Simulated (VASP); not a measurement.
Write the native input for VASP 6.6.1 that does the following.

- Task: single point
- Functional: LDA
- Potentials or basis: VASP PAW LDA potentials, release 64 (Be, H)
- Cutoff: 520 eV
- k mesh: 4 × 4 × 3
- Occupations: gaussian, width 0.1 eV
- Spin: no spin polarisation
- Dipole correction: no
- Further INCAR settings: LREAL = Auto; ALGO = Normal; EDIFF = 1e-06; NBANDS = 30

The structure of Be16H (a cell with a defect) lies in POSCAR:

```
Be16H
1.0
   -2.2900000000     -3.9663960000      0.0000000000
    3.4350000000     -1.9831980000      0.0000000000
    0.0000000000      0.0000000000      7.1768600000
Be H
16 1
Direct
    0.7498441384      0.5033357179     -0.0025494906
    0.5094326105      0.3371931934      0.2464095061
    0.7499270978      0.5044090421      0.5014899126
    0.5019598415      0.3342678525      0.7502074212
    0.5019530742     -0.0021714998      0.0001488511
    0.2499510984      0.8251743264      0.2461705519
    0.5094850280     -0.0049766259      0.5039785750
    0.2498774975      0.8380195742      0.7530971808
    0.2498570596      0.4939295126     -0.0027079559
   -0.0097731761      0.3373281137      0.2463513286
    0.2499089356      0.5067904337      0.5041882067
   -0.0021607807      0.3341995947      0.7502018588
   -0.0021239091     -0.0021180447      0.0001517027
    0.7499132117      0.8278473002      0.2487611337
   -0.0096940433     -0.0050174505      0.5039892631
    0.7498869550      0.8288091142      0.7528509259
    0.2497393209      0.1656036255      0.3753338783
```

These files were run (other wordings do the same):

INCAR

```
SYSTEM = Be16H
ALGO = Normal
EDIFF = 1E-6
ENCUT = 520
ISIF = 2
ISMEAR = 0
LASPH = .True.
LCHARG = .True.
LELF = .True.
LREAL = Auto
LVHAR = .True.
LWAVE = .False.
NBANDS = 30
NELM = 100
PREC = Accurate
SIGMA = 0.1
```

KPOINTS

```
k-points
0
Gamma
  4 4 3
  0 0 0
```

Potentials or basis: VASP PAW LDA potentials, release 64 (Be, H).

The run is started by

```bash
$ cat potpaw_LDA.64/Be/POTCAR potpaw_LDA.64/H/POTCAR > POTCAR
$ mpirun -np 1 vasp_std > vasp.out
```

Results of the run:

The pressure is -5.4 GPa. The largest force is 0.006 eV/Å.

Caveat: the k points lie up to 0.40 Å⁻¹ apart.

It took 64 s on 1 thread of Intel(R) Xeon(R) 6975P-C (Granite Rapids), with other jobs on the host, peak memory 0.23 GiB.
